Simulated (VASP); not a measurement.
# K (Im-3m) in VASP: single point with PBE

Aim: the single point of K with PBE.

Everything below comes from runs of VASP 6.6.1. Logs are shortened: lines on timing, memory, paths and dates and some standing lists are left out, and cuts for length are marked.

## Step 1: The cell of the first run

The structure is cubic, space group Im-3m (No. 229). The conventional cell has a = 5.283 Å, b = 5.283 Å, c = 5.283 Å, α = 90.00°, β = 90.00°, γ = 90.00°.

## Step 2: Single point, PBE

Contents of INCAR:

```
SYSTEM = K
ALGO     = Normal         ! electronic algorithm
EDIFF    = 1E-6           ! SCF threshold, eV
ENCUT    = 500            ! plane-wave cutoff, eV
GGA      = PE             ! functional
GGA_COMPAT= .False.      
ISIF     = 2              ! what is computed and relaxed
ISMEAR   = -1             ! smearing method
LASPH    = .True.         ! aspherical terms in the spheres
LCHARG   = .False.        ! write CHGCAR
LREAL    = .False.        ! projectors in reciprocal space
LWAVE    = .False.        ! write WAVECAR
NBANDS   = 16             ! bands
NELM     = 120            ! most SCF steps
PREC     = Accurate       ! precision mode
SIGMA    = 0.0816         ! smearing width, eV
```

Contents of KPOINTS:

```
k-points
0
Gamma
  5 5 5
  0 0 0
```

Contents of POSCAR:

```
K
1.0
    5.2834179736      0.0000000000      0.0000000000
    0.0000000000      5.2834179736      0.0000000000
    0.0000000000      0.0000000000      5.2834179736
K
2
Direct
    0.0000000000      0.0000000000      0.0000000000
    0.5000000000      0.5000000000      0.5000000000
```

Potentials or basis: VASP PAW PBE potentials, release 64 (K_sv).

On the command line:

```console
cat potpaw_PBE.64/K_sv/POTCAR > POTCAR
mpirun -np 1 vasp_std > vasp.out
```

OUTCAR:

```text
SYSTEM = K
   EDIFF = 1E-6
   ENCUT = 500
   GGA = PE
   ISIF = 2
   ISMEAR = -1
   LASPH = .True.
   LREAL = .False.
   NELM = 120
   PREC = Accurate

 ion  position               nearest neighbor table
   1  0.000  0.000  0.000-
   2  0.500  0.500  0.500-

  LATTYP: Found a simple cubic cell.
 ALAT       =     5.2834179736

  Lattice vectors:

 A1 = (   5.2834179736,   0.0000000000,   0.0000000000)
 A2 = (   0.0000000000,   5.2834179736,   0.0000000000)
 A3 = (   0.0000000000,   0.0000000000,   5.2834179736)

Analysis of symmetry for initial positions (statically):
=====================================================================
 Subroutine PRICEL returns following result:

  LATTYP: Found a body centered cubic cell.
 ALAT       =     5.2834179736

  Lattice vectors:

 A1 = (   2.6417089868,   2.6417089868,  -2.6417089868)
 A2 = (  -2.6417089868,   2.6417089868,   2.6417089868)
 A3 = (   2.6417089868,  -2.6417089868,   2.6417089868)

   2 primitive cells build up your supercell.

 Routine SETGRP: Setting up the symmetry group for a
 simple cubic supercell.

 Subroutine GETGRP returns: Found 48 space group operations
 (whereof 48 operations were pure point group operations)
 out of a pool of 48 trial point group operations.

The static configuration has the point symmetry O_h .

Analysis of symmetry for dynamics (positions and initial velocities):
=====================================================================
 Subroutine PRICEL returns following result:

  LATTYP: Found a body centered cubic cell.
 ALAT       =     5.2834179736

  Lattice vectors:

 A1 = (   2.6417089868,   2.6417089868,  -2.6417089868)
 A2 = (  -2.6417089868,   2.6417089868,   2.6417089868)
 A3 = (   2.6417089868,  -2.6417089868,   2.6417089868)

   2 primitive cells build up your supercell.

 Routine SETGRP: Setting up the symmetry group for a
 simple cubic supercell.

 Subroutine GETGRP returns: Found 48 space group operations
 (whereof 48 operations were pure point group operations)
 out of a pool of 48 trial point group operations.

The dynamic configuration has the point symmetry O_h .

 Subroutine INISYM returns: Found 48 space group operations
 (whereof 48 operations are pure point group operations),
 and found     2 'primitive' translations

----------------------------------------------------------------------------------------

                                     Primitive cell

  volume of cell :      73.7420

  direct lattice vectors                    reciprocal lattice vectors
     2.641708987  2.641708987 -2.641708987     0.189271416  0.189271416  0.000000000
    -2.641708987  2.641708987  2.641708987    -0.000000000  0.189271416  0.189271416
     2.641708987 -2.641708987  2.641708987     0.189271416  0.000000000  0.189271416

  length of vectors
     4.575574184  4.575574184  4.575574184     0.267670203  0.267670203  0.267670203

  position of ions in fractional coordinates (direct lattice)
     0.000000000  0.000000000  0.000000000

  ion indices of the primitive-cell ions
   primitive index   ion index
                 1           1

----------------------------------------------------------------------------------------

 KPOINTS: k-points

Automatic generation of k-mesh.
 Grid dimensions read from file:
 generate k-points for:    5    5    5

 Generating k-lattice:

  Cartesian coordinates                     Fractional coordinates (reciprocal lattice)
     0.037854283  0.000000000  0.000000000     0.200000000  0.000000000  0.000000000
     0.000000000  0.037854283  0.000000000     0.000000000  0.200000000  0.000000000
     0.000000000  0.000000000  0.037854283     0.000000000  0.000000000  0.200000000

  Length of vectors
     0.037854283  0.037854283  0.037854283

  Shift w.r.t. Gamma in fractional coordinates (k-lattice)
     0.000000000  0.000000000  0.000000000

 Subroutine IBZKPT returns following result:
 ===========================================

 Found     10 irreducible k-points:

 Following reciprocal coordinates:
            Coordinates               Weight
  0.000000  0.000000  0.000000      1.000000
  0.200000  0.000000  0.000000      6.000000
  0.400000  0.000000  0.000000      6.000000
  0.200000  0.200000  0.000000     12.000000
  0.400000  0.200000  0.000000     24.000000
  0.400000  0.400000  0.000000     12.000000
  0.200000  0.200000  0.200000      8.000000
  0.400000  0.200000  0.200000     24.000000
  0.400000  0.400000  0.200000     24.000000
  0.400000  0.400000  0.400000      8.000000
   k-points           NKPTS =     10   k-points in BZ     NKDIM =     10   number of bands    NBANDS=     16
   number of dos      NEDOS =    301   number of ions     NIONS =      2
   total plane-waves  NPLWV =  64000
   dimension x,y,z NGX =    40 NGY =   40 NGZ =   40
   dimension x,y,z NGXF=    80 NGYF=   80 NGZF=   80
   ions per type =               2
   NGX,Y,Z   is equivalent  to a cutoff of  12.59, 12.59, 12.59 a.u.
   NGXF,Y,Z  is equivalent  to a cutoff of  25.17, 25.17, 25.17 a.u.
 SYSTEM =  K
   PREC   = accura    normal or accurate (medium, high low for compatibility)
   ISTART =      0    job   : 0-new  1-cont  2-samecut
   ICHARG =      2    charge: 1-file 2-atom 10-const
   ISPIN  =      1    spin polarized calculation?
   LNONCOLLINEAR =      F non collinear calculations
   LSORBIT =      F    spin-orbit coupling
   LASPH  =      T    aspherical Exc in radial PAW
   ENCUT  =  500.0 eV  36.75 Ry    6.06 a.u.   9.63  9.63  9.63*2*pi/ulx,y,z
   NELM   =    120;   NELMIN=  2; NELMDL= -5     # of ELM steps
   EDIFF  = 0.1E-05   stopping-criterion for ELM
   LREAL  =      F    real-space projection
   EDIFFG = 0.1E-04   stopping-criterion for IOM
   NSW    =      0    number of steps for IOM
   IBRION =     -1    ionic relax: 0-MD 1-quasi-New 2-CG
   NFREE  =      0    steps in history (QN), initial steepest desc. (CG)
   ISIF   =      2    stress and relaxation
   ISYM   =      2    0-nonsym 1-usesym 2-fastsym
   POTIM  = 0.5000    time-step for ionic-motion
   TEBEG  =    0.0;   TEEND  =   0.0 temperature during run
   PSTRESS=    0.0 pullay stress
   NELECT =      18.0000    total number of electrons
   NUPDOWN=      -1.0000    fix difference up-down
   EMIN   =  10.00;   EMAX   =-10.00  energy-range for DOS
   EFERMI =   0.00;   METHOD = LEGACY
   ISMEAR =    -1;   SIGMA  =   0.08  broadening in eV -4-tet -1-fermi 0-gaus
   EFERMI_NEDOS =   21; number of points for ismear=-14 and -15
   IALGO  =     38    algorithm
   IMIX   =      4    mixing-type and parameters
     AMIX     =   0.40;   BMIX     =  1.00
     AMIX_MAG =   1.60;   BMIX_MAG =  1.00
  volume/ion in A,a.u.               =      73.74       497.64
  Fermi-wavevector in a.u.,A,eV,Ry     =   0.812052  1.534556  8.972077  0.659429
  Thomas-Fermi vector in A             =   1.921524
   LORBIT       =      0    0 simple, 1 ext, 2 COOP (PROOUT), +10 PAW based schemes
   GGA     = PE    functional components
   LHFCALC =     F    Hartree Fock is set to
   AEXX    =    0.0000 exact exchange contribution
   IVDW    =     0    specifies the selected vdW correction
   LEPSILON=     F    determine dielectric tensor
   LRPA    =     F    only Hartree local field effects (RPA)
 non-spin polarized calculation
  energy-cutoff  :      500.00
  volume of cell :      147.48
 maximum number of plane-waves:      3763
 NGX is ok and might be reduce to    40
   NGX = 19   NGY = 19   NGZ = 19

 number of electron      17.9999994 magnetization

 Free energy of the ion-electron system (eV)
  ---------------------------------------------------
  ext. energy  EPLUGINS =         0.00000000
  ---------------------------------------------------
  free energy    TOTEN  =        -2.09627027 eV

  energy without entropy =       -2.05281102  energy(sigma->0) =       -2.07454064

 E-fermi :  -0.1149     XC(G=0):  -5.6447

 val. band max:       -0.2368239852   @ k =   0.4000   0.4000   0.2000
 cond. band min:      -0.0394263642   @ k =   0.4000   0.2000   0.0000
 fundamental gap:      0.1973976210
 Fermi energy:        -0.1149450909

 k-point     1 :       0.0000    0.0000    0.0000
  band No.  band energies     occupation
      1     -32.2580      2.00000
      2     -32.2508      2.00000
      3     -15.7561      2.00000
      4     -15.7561      2.00000
      5     -15.7561      2.00000
      6     -15.7077      2.00000
[... 8 lines left out ...]
     15       4.1665      0.00000
     16       4.1665      0.00000

 k-point     2 :       0.2000    0.0000    0.0000
  band No.  band energies     occupation
      1     -32.2573      2.00000
      2     -32.2514      2.00000
      3     -15.7550      2.00000
      4     -15.7512      2.00000
      5     -15.7512      2.00000
      6     -15.7159      2.00000
[... 8 lines left out ...]
     15       3.9193      0.00000
     16       3.9193      0.00000

 k-point     3 :       0.4000    0.0000    0.0000
  band No.  band energies     occupation
      1     -32.2553      2.00000
      2     -32.2531      2.00000
      3     -15.7487      2.00000
      4     -15.7387      2.00000
      5     -15.7387      2.00000
      6     -15.7338      2.00000
[... 8 lines left out ...]
     15       3.5274      0.00000
     16       3.5274      0.00000

 k-point     4 :       0.2000    0.2000    0.0000
  band No.  band energies     occupation
      1     -32.2566      2.00000
      2     -32.2519      2.00000
      3     -15.7625      2.00000
      4     -15.7472      2.00000
      5     -15.7395      2.00000
      6     -15.7310      2.00000
[... 8 lines left out ...]
     15       3.6688      0.00000
     16       4.2829      0.00000
[... 58 lines left out ...]
 k-point     8 :       0.4000    0.2000    0.2000
  band No.  band energies     occupation
      1     -32.2548      2.00000
      2     -32.2533      2.00000
      3     -15.7624      2.00000
      4     -15.7559      2.00000
      5     -15.7428      2.00000
      6     -15.7259      2.00000
[... 8 lines left out ...]
     15       4.4265      0.00000
     16       4.7712      0.00000

 k-point     9 :       0.4000    0.4000    0.2000
  band No.  band energies     occupation
      1     -32.2542      2.00000
      2     -32.2537      2.00000
      3     -15.7662      2.00000
      4     -15.7646      2.00000
      5     -15.7389      2.00000
      6     -15.7300      2.00000
[... 8 lines left out ...]
     15       4.4108      0.00000
     16       4.4716      0.00000

 k-point    10 :       0.4000    0.4000    0.4000
  band No.  band energies     occupation
      1     -32.2539      2.00000
      2     -32.2537      2.00000
      3     -15.7575      2.00000
      4     -15.7495      2.00000
      5     -15.7495      2.00000
      6     -15.7294      2.00000
[... 8 lines left out ...]
     15       3.5191      0.00000
     16       3.6468      0.00000

------------------------ aborting loop because EDIFF is reached ----------------------------------------

  FORCE on cell =-STRESS in cart. coord.  units (eV):
  Direction    XX          YY          ZZ          XY          YZ          ZX
  --------------------------------------------------------------------------------------
  -------------------------------------------------------------------------------------
  Total        0.0040177      0.0040177      0.0040177      0.0000000      0.0000000     -0.0000000
  in kB        0.0436458      0.0436458      0.0436458      0.0000000      0.0000000     -0.0000000
  external PRESSURE =       0.0436458 kB  Pullay stress =       0.0000000 kB

 VOLUME and BASIS-vectors are now :
 -----------------------------------------------------------------------------
  energy-cutoff  :      500.00
  volume of cell :      147.48
      direct lattice vectors                 reciprocal lattice vectors
     5.283417974  0.000000000  0.000000000     0.189271416  0.000000000  0.000000000
     0.000000000  5.283417974  0.000000000     0.000000000  0.189271416  0.000000000
     0.000000000  0.000000000  5.283417974     0.000000000  0.000000000  0.189271416

 POSITION                                       TOTAL-FORCE (eV/Angst)
 -----------------------------------------------------------------------------------
      0.00000      0.00000      0.00000         0.000000     -0.000000      0.000000
      2.64171      2.64171      2.64171        -0.000000      0.000000      0.000000
 -----------------------------------------------------------------------------------
    total drift:                               -0.000000      0.000000     -0.000000

  FREE ENERGIE OF THE ION-ELECTRON SYSTEM (eV)
  ---------------------------------------------------
  free  energy   TOTEN  =        -2.0962702658 eV

  energy  without entropy=       -2.0528110157  energy(sigma->0) =       -2.07454064
```

Wall time 23 s (1 thread of Intel Xeon 8259CL, shared host); peak memory 0.23 GiB.

Results:

- Free energy: -2.0963 eV
- Pressure: 0.0 GPa
- Band gap on the k mesh: zero (bands 9 and 10 overlap by 0.60 eV)
